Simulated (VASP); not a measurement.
# Hg3Pt (Pm-3m) in VASP: a series of runs, part 2 of 3

VASP 6.6.1. The steps go on from the part before.

**3. Single point, LDA**

This run uses another cell than the first one, of 18.07 Å³/atom.

Contents of INCAR:

```
SYSTEM = Hg3Pt
ALGO     = Normal         ! electronic algorithm
EDIFF    = 1E-6           ! SCF threshold, eV
ENCUT    = 520            ! plane-wave cutoff, eV
GGA      = CA             ! functional
ISIF     = 2              ! what is computed and relaxed
ISMEAR   = 1              ! smearing method
LASPH    = .True.         ! aspherical terms in the spheres
LCHARG   = .True.         ! write CHGCAR
LELF     = .True.         ! ELF
LREAL    = .False.        ! projectors in reciprocal space
LVHAR    = .True.       
LWAVE    = .False.        ! write WAVECAR
NBANDS   = 31             ! bands
NELM     = 100            ! most SCF steps
PREC     = Accurate       ! precision mode
SIGMA    = 0.15           ! smearing width, eV
```

Contents of KPOINTS:

```
k-points
0
Gamma
  5 5 5
  0 0 0
```

Contents of POSCAR:

```
Hg3Pt
1.0
    4.1653418476      0.0000000000      0.0000000000
    0.0000000000      4.1653418476      0.0000000000
    0.0000000000      0.0000000000      4.1653418476
Hg Pt
3 1
Direct
    0.0000000000      0.5000000000      0.5000000000
    0.5000000000      0.0000000000      0.5000000000
    0.5000000000      0.5000000000      0.0000000000
    0.0000000000      0.0000000000      0.0000000000
```

Potentials or basis: VASP PAW LDA potentials, release 64 (Hg, Pt).

Started as:

```sh
cat potpaw_LDA.64/Hg/POTCAR potpaw_LDA.64/Pt/POTCAR > POTCAR
mpirun -np 1 vasp_std > vasp.out
```

OUTCAR:

```text
SYSTEM = Hg3Pt
   EDIFF = 1E-6
   ENCUT = 520
   GGA = CA
   ISIF = 2
   ISMEAR = 1
   LASPH = .True.
   LREAL = .False.
   NELM = 100
   PREC = Accurate

 ion  position               nearest neighbor table
   1  0.000  0.500  0.500-   2 2.95   3 2.95   4 2.95   3 2.95   4 2.95   2 2.95   4 2.95   4 2.95
                             2 2.95   3 2.95   3 2.95   2 2.95
   2  0.500  0.000  0.500-   1 2.95   3 2.95   4 2.95   3 2.95   4 2.95   1 2.95   3 2.95   3 2.95
                             1 2.95   4 2.95   4 2.95   1 2.95
   3  0.500  0.500  0.000-   1 2.95   2 2.95   4 2.95   1 2.95   2 2.95   2 2.95   4 2.95   2 2.95
                             1 2.95   4 2.95   1 2.95   4 2.95
   4  0.000  0.000  0.000-   1 2.95   2 2.95   3 2.95   1 2.95   2 2.95   1 2.95   3 2.95   1 2.95
                             2 2.95   3 2.95   2 2.95   3 2.95

  LATTYP: Found a simple cubic cell.
 ALAT       =     4.1653418476

  Lattice vectors:

 A1 = (   4.1653418476,   0.0000000000,   0.0000000000)
 A2 = (   0.0000000000,   4.1653418476,   0.0000000000)
 A3 = (   0.0000000000,   0.0000000000,   4.1653418476)

Analysis of symmetry for initial positions (statically):
=====================================================================
 Subroutine PRICEL returns:
 Original cell was already a primitive cell.

 Routine SETGRP: Setting up the symmetry group for a
 simple cubic supercell.

 Subroutine GETGRP returns: Found 48 space group operations
 (whereof 48 operations were pure point group operations)
 out of a pool of 48 trial point group operations.

The static configuration has the point symmetry O_h .

Analysis of symmetry for dynamics (positions and initial velocities):
=====================================================================
 Subroutine PRICEL returns:
 Original cell was already a primitive cell.

 Routine SETGRP: Setting up the symmetry group for a
 simple cubic supercell.
[... 111 lines left out ...]
   IALGO  =     38    algorithm
   IMIX   =      4    mixing-type and parameters
     AMIX     =   0.40;   BMIX     =  1.00
     AMIX_MAG =   1.60;   BMIX_MAG =  1.00
  volume/ion in A,a.u.               =      18.07       121.92
  Fermi-wavevector in a.u.,A,eV,Ry     =   1.408240  2.661188 26.982271  1.983141
  Thomas-Fermi vector in A             =   2.530418
   LORBIT       =      0    0 simple, 1 ext, 2 COOP (PROOUT), +10 PAW based schemes
   GGA     = CA    functional components
   LHFCALC =     F    Hartree Fock is set to
   AEXX    =    0.0000 exact exchange contribution
   IVDW    =     0    specifies the selected vdW correction
   LEPSILON=     F    determine dielectric tensor
   LRPA    =     F    only Hartree local field effects (RPA)
 non-spin polarized calculation
 Methfessel and Paxton  Order N= 1 SIGMA  =   0.15
  energy-cutoff  :      520.00
  volume of cell :       72.27
 maximum number of plane-waves:      1959
 NGX is ok and might be reduce to    32
   NGX = 15   NGY = 15   NGZ = 15

 number of electron      45.9999989 magnetization

 Free energy of the ion-electron system (eV)
  ---------------------------------------------------
  ext. energy  EPLUGINS =         0.00000000
  ---------------------------------------------------
  free energy    TOTEN  =        -9.99090653 eV

  energy without entropy =       -9.98940381  energy(sigma->0) =       -9.99040562

 E-fermi :   6.0208     XC(G=0): -12.6645

 val. band max:        5.8142575711   @ k =   0.4000   0.4000   0.2000
 cond. band min:       6.0672312278   @ k =   0.4000   0.2000   0.0000
 fundamental gap:      0.2529736567
 Fermi energy:         6.0207687291

 k-point     1 :       0.0000    0.0000    0.0000
  band No.  band energies     occupation
      1      -5.1539      2.00000
      2      -3.6602      2.00000
      3      -3.2972      2.00000
      4      -3.2972      2.00000
      5      -3.2972      2.00000
      6      -3.0630      2.00000
[... 329 lines left out ...]
     30      18.8523      0.00000
     31      19.0400      0.00000

------------------------ aborting loop because EDIFF is reached ----------------------------------------

  FORCE on cell =-STRESS in cart. coord.  units (eV):
  Direction    XX          YY          ZZ          XY          YZ          ZX
  --------------------------------------------------------------------------------------
  -------------------------------------------------------------------------------------
  Total        1.6788346      1.6788346      1.6788346     -0.0000000     -0.0000000      0.0000000
  in kB       37.2191578     37.2191578     37.2191578     -0.0000000     -0.0000000      0.0000000
  external PRESSURE =      37.2191578 kB  Pullay stress =       0.0000000 kB

 VOLUME and BASIS-vectors are now :
 -----------------------------------------------------------------------------
  energy-cutoff  :      520.00
  volume of cell :       72.27
      direct lattice vectors                 reciprocal lattice vectors
     4.165341848  0.000000000  0.000000000     0.240076334  0.000000000  0.000000000
     0.000000000  4.165341848  0.000000000     0.000000000  0.240076334  0.000000000
     0.000000000  0.000000000  4.165341848     0.000000000  0.000000000  0.240076334

 POSITION                                       TOTAL-FORCE (eV/Angst)
 -----------------------------------------------------------------------------------
      0.00000      2.08267      2.08267         0.000000      0.000000      0.000000
      2.08267      0.00000      2.08267         0.000000      0.000000      0.000000
      2.08267      2.08267      0.00000         0.000000      0.000000      0.000000
      0.00000      0.00000      0.00000         0.000000      0.000000      0.000000
 -----------------------------------------------------------------------------------
    total drift:                                0.000000     -0.000000     -0.000000

  FREE ENERGIE OF THE ION-ELECTRON SYSTEM (eV)
  ---------------------------------------------------
  free  energy   TOTEN  =        -9.9909065295 eV

  energy  without entropy=       -9.9894038134  energy(sigma->0) =       -9.99040562
```

It took 13 s on 1 thread of Intel Xeon Platinum 8488C (Sapphire Rapids), shared host; peak memory 0.16 GiB.

Results:

| Item | Value |
| --- | --- |
| Free energy | -9.9909 eV |
| Pressure | 3.7 GPa |
| Band gap on the k mesh | zero (bands 23 and 24 overlap by 2.67 eV) |

Levels at points of the mesh, in eV from the Fermi level:
| k point | band 21 | band 22 | band 23 | band 24 | band 25 | band 26 |
| --- | --- | --- | --- | --- | --- | --- |
| (0.00, 0.00, 0.00) | -1.75 | -0.64 | -0.64 | -0.64 | 2.74 | 2.74 |

Caveat: the cell stands under pressure; spin-orbit coupling is left out, which moves the levels of the heavy elements.

**4. Single point, LDA**

This run uses another cell than the first one, of 17.73 Å³/atom.

Contents of INCAR:

```
SYSTEM = Hg3Pt
PREC = Accurate
ENCUT = 520
EDIFF = 1E-6
ISMEAR = 1
SIGMA = 0.15
LREAL = .FALSE.
LASPH = .TRUE.
NELM = 100
ALGO = Normal
ISIF = 2
LWAVE = .FALSE.
LCHARG = .FALSE.
GGA = CA
NBANDS = 31
```

Contents of KPOINTS:

```
regular mesh
0
G
  5 5 5
  0 0 0
```

Contents of POSCAR:

```
Hg3Pt
1.0
    4.1389614984      0.0000000000      0.0000000000
    0.0000000000      4.1389614984      0.0000000000
    0.0000000000      0.0000000000      4.1389614984
Hg Pt
3 1
Direct
    0.0000000000      0.5000000000      0.5000000000
    0.5000000000      0.0000000000      0.5000000000
    0.5000000000      0.5000000000      0.0000000000
    0.0000000000      0.0000000000      0.0000000000
```

Potentials or basis: VASP PAW LDA potentials, release 64 (Hg, Pt).

Started as:

```sh
cat potpaw_LDA.64/Hg/POTCAR potpaw_LDA.64/Pt/POTCAR > POTCAR
mpirun -np 1 vasp_std > vasp.out
```

OUTCAR:

```text
SYSTEM = Hg3Pt
   PREC = Accurate
   ENCUT = 520
   EDIFF = 1E-6
   ISMEAR = 1
   LREAL = .FALSE.
   LASPH = .TRUE.
   NELM = 100
   ISIF = 2
   GGA = CA

 ion  position               nearest neighbor table
   1  0.000  0.500  0.500-   2 2.93   3 2.93   4 2.93   3 2.93   4 2.93   2 2.93   4 2.93   4 2.93
                             2 2.93   3 2.93   3 2.93   2 2.93
   2  0.500  0.000  0.500-   1 2.93   3 2.93   4 2.93   3 2.93   4 2.93   1 2.93   3 2.93   3 2.93
                             1 2.93   4 2.93   4 2.93   1 2.93
   3  0.500  0.500  0.000-   1 2.93   2 2.93   4 2.93   1 2.93   2 2.93   2 2.93   4 2.93   2 2.93
                             1 2.93   4 2.93   1 2.93   4 2.93
   4  0.000  0.000  0.000-   1 2.93   2 2.93   3 2.93   1 2.93   2 2.93   1 2.93   3 2.93   1 2.93
[... 528 lines left out ...]
  Total        3.0509136      3.0509136      3.0509136      0.0000000      0.0000000     -0.0000000
  in kB       68.9392143     68.9392143     68.9392143      0.0000000      0.0000000     -0.0000000
  external PRESSURE =      68.9392143 kB  Pullay stress =       0.0000000 kB

 VOLUME and BASIS-vectors are now :
 -----------------------------------------------------------------------------
  energy-cutoff  :      520.00
  volume of cell :       70.90
      direct lattice vectors                 reciprocal lattice vectors
     4.138961498  0.000000000  0.000000000     0.241606500  0.000000000  0.000000000
     0.000000000  4.138961498  0.000000000     0.000000000  0.241606500  0.000000000
     0.000000000  0.000000000  4.138961498     0.000000000  0.000000000  0.241606500

 POSITION                                       TOTAL-FORCE (eV/Angst)
 -----------------------------------------------------------------------------------
      0.00000      2.06948      2.06948         0.000000      0.000000      0.000000
      2.06948      0.00000      2.06948         0.000000      0.000000      0.000000
      2.06948      2.06948      0.00000         0.000000      0.000000      0.000000
      0.00000      0.00000      0.00000         0.000000      0.000000      0.000000
 -----------------------------------------------------------------------------------
    total drift:                                0.000000     -0.000000     -0.000000

  FREE ENERGIE OF THE ION-ELECTRON SYSTEM (eV)
  ---------------------------------------------------
  free  energy   TOTEN  =        -9.9446071074 eV

  energy  without entropy=       -9.9422170697  energy(sigma->0) =       -9.94381043
```

OSZICAR:

```text
N       E                     dE             d eps       ncg     rms          rms(c)
DAV:   1     0.394521187242E+03    0.39452E+03   -0.23308E+04   620   0.148E+03
DAV:   2     0.100957856640E+01   -0.39351E+03   -0.37207E+03   662   0.397E+02
DAV:   3    -0.106376812711E+02   -0.11647E+02   -0.11554E+02   711   0.761E+01
DAV:   4    -0.106903807746E+02   -0.52700E-01   -0.52691E-01   676   0.479E+00
DAV:   5    -0.106908038401E+02   -0.42307E-03   -0.42306E-03   725   0.463E-01    0.177E+01
DAV:   6    -0.100691301443E+02    0.62167E+00   -0.16275E+00   721   0.141E+01    0.130E+01
DAV:   7    -0.998542650518E+01    0.83704E-01   -0.63466E-01   662   0.480E+00    0.501E+00
DAV:   8    -0.994694740838E+01    0.38479E-01   -0.13820E-01   678   0.301E+00    0.113E+00
DAV:   9    -0.994468702019E+01    0.22604E-02   -0.15545E-02   697   0.131E+00    0.189E-01
DAV:  10    -0.994461680487E+01    0.70215E-04   -0.45093E-04   676   0.130E-01    0.887E-02
DAV:  11    -0.994460711836E+01    0.96865E-05   -0.72153E-05   711   0.682E-02    0.992E-03
DAV:  12    -0.994460710743E+01    0.10932E-07   -0.32894E-06   583   0.184E-02
   1 F= -.99446071E+01 E0= -.99438104E+01  d E =-.239004E-02
```

stdout:

```text
POSCAR found type information on POSCAR HgPt
 POSCAR found :  2 types and       4 ions
 scaLAPACK will be used
 LDA part: xc-table for (Slater(with rela. corr.)+CA(PZ))
 , standard interpolation
 POSCAR, INCAR and KPOINTS ok, starting setup
 FFT: planning ... GRIDC
 FFT: planning ... GRID_SOFT
 FFT: planning ... GRID
 WAVECAR not read
 entering main loop
```

Wall time 12 s (1 thread of Intel Xeon Platinum 8488C (Sapphire Rapids), shared host); peak memory 0.16 GiB.

What came out:

| Property | Result |
| --- | --- |
| Free energy | -9.9446 eV |
| Pressure | 6.9 GPa |
| Band gap on the k mesh | zero (bands 23 and 24 overlap by 2.79 eV) |

Levels at points of the mesh, in eV from the Fermi level:
| k point | band 19 | band 20 | band 21 | band 22 | band 23 | band 24 | band 25 | band 26 | band 27 | band 28 |
| --- | --- | --- | --- | --- | --- | --- | --- | --- | --- | --- |
| (0.00, 0.00, 0.00) | -1.79 | -1.79 | -1.79 | -0.73 | -0.73 | -0.73 | 2.84 | 2.84 | 3.97 | 7.81 |

Caveat: the cell stands under pressure; spin-orbit coupling is left out, which moves the levels of the heavy elements.

**5. Single point, LDA**

This run uses another cell than the first one, of 18.33 Å³/atom.

Contents of INCAR:

```
PREC     = Accurate       # precision mode
ENCUT    = 520            # plane-wave cutoff, eV
EDIFF    = 1E-7           # SCF threshold, eV
ISMEAR   = 1              # smearing method
SIGMA    = 0.15           # smearing width, eV
LREAL    = F              # projectors in reciprocal space
LASPH    = T              # aspherical terms in the spheres
NELM     = 60             # most SCF steps
ALGO     = Normal         # electronic algorithm
ISIF     = 2              # what is computed and relaxed
LWAVE    = F              # write WAVECAR
LCHARG   = F              # write CHGCAR
GGA      = CA             # functional
NBANDS   = 31             # bands
```

Contents of KPOINTS:

```
regular mesh
0
Gamma
  5 5 5
```

Contents of POSCAR:

```
Hg3Pt
1.0
    4.1852474221      0.0000000000      0.0000000000
    0.0000000000      4.1852474221      0.0000000000
    0.0000000000      0.0000000000      4.1852474221
Hg Pt
3 1
Direct
    0.0000000000      0.5000000000      0.5000000000
    0.5000000000      0.0000000000      0.5000000000
    0.5000000000      0.5000000000      0.0000000000
    0.0000000000      0.0000000000      0.0000000000
```

Started as:

```sh
cat potpaw_LDA.64/Hg/POTCAR potpaw_LDA.64/Pt/POTCAR > POTCAR
mpirun -np 1 vasp_std > vasp.out
```

Wall time 15 s (1 thread of Intel Xeon Platinum 8488C (Sapphire Rapids), shared host); peak memory 0.16 GiB.

The run converged. Its results:

* Free energy: -10.0087 eV
* Pressure: 1.6 GPa
* Band gap on the k mesh: zero (bands 23 and 24 overlap by 2.59 eV)

Levels at points of the mesh, in eV from the Fermi level:
| k point | band 20 | band 21 | band 22 | band 23 | band 24 | band 25 | band 26 | band 27 |
| --- | --- | --- | --- | --- | --- | --- | --- | --- |
| (0.00, 0.00, 0.00) | -1.71 | -1.71 | -0.57 | -0.57 | -0.57 | 2.66 | 2.66 | 3.79 |

Caveat: spin-orbit coupling is left out, which moves the levels of the heavy elements.

(Part 2 of 3 ends here.)
